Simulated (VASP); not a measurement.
Crystal: LiSm.

```
CELL_PARAMETERS angstrom
2.91832 0.00000 0.00000
0.00000 2.91832 0.00000
0.00000 0.00000 8.99815
ATOMIC_POSITIONS crystal
Li 0.00000 0.50000 0.60800
Li 0.50000 0.00000 0.39200
Sm 0.00000 0.50000 0.13000
Sm 0.50000 0.00000 0.87000
```

The cell was generated, and may not be a known phase.

| Item | Value |
| --- | --- |
| Program | VASP 6.6.1 |
| Task | relaxation of cell and atoms |
| Functional | PBE |
| Potentials or basis | VASP PAW PBE potentials, release 64 (Li_sv, Sm_3), 4f in core |
| Cutoff | 750 eV |
| k mesh | 6 × 6 × 2 |
| Occupations | gaussian, width 0.1 eV |
| Spin | no spin polarisation |

At the start: pressure 20.1 GPa; volume 19.16 Å³/atom.

**Question.** How do energy, volume and symmetry change on relaxing?

**Answer.** Over 21 steps the energy falls by 497.5 meV/atom and the volume is 26.68 Å³/atom (+39.3 %); space group P4/nmm (No. 129, to 0.1 Å) before and after.

The path:
```csv
step,energy change (eV),largest force (eV/Å),pressure (GPa),volume (Å³)
1,0.0000,1.6641,20.07,76.63
2,-1.7632,0.2083,1.40,106.39
3,-1.7806,0.3584,-0.64,115.62
4,-1.7889,0.3130,-0.02,112.48
5,-1.7888,0.3008,0.15,111.68
6,-1.8210,0.2677,-0.06,112.04
7,-1.8952,0.0641,-0.29,112.94
8,-1.8110,0.9158,0.05,113.84
9,-1.9080,0.1071,-0.33,113.29
10,-1.9082,0.1277,-0.33,113.32
11,-1.9155,0.1495,-0.02,111.54
12,-1.9198,0.1922,0.52,108.72
13,-1.9240,0.1674,0.49,108.57
14,-1.9355,0.1397,0.43,108.12
15,-1.9584,0.1315,0.39,107.14
16,-1.9755,0.2533,0.39,104.89
17,-1.9791,0.1180,0.36,105.81
18,-1.9798,0.1519,0.35,105.58
19,-1.9875,0.1277,-0.06,107.07
20,-1.9877,0.1239,-0.14,107.36
21,-1.9900,0.0307,0.06,106.73
```

Final structure:
```cif
data_structure
_symmetry_space_group_name_H-M 'P 1'
_symmetry_Int_Tables_number 1
_cell_length_a 3.6525
_cell_length_b 3.6525
_cell_length_c 8.0001
_cell_angle_alpha 90.000
_cell_angle_beta 90.000
_cell_angle_gamma 90.000
_cell_volume 106.73
loop_
_atom_site_label
_atom_site_type_symbol
_atom_site_fract_x
_atom_site_fract_y
_atom_site_fract_z
_atom_site_occupancy
Li1 Li 0.00000 0.50000 0.58366 1
Li2 Li 0.50000 0.00000 0.41634 1
Sm1 Sm 0.00000 0.50000 0.14958 1
Sm2 Sm 0.50000 0.00000 0.85042 1
```

Caveat: the volume moved by over 15 % at a fixed basis, so the end points are rough.
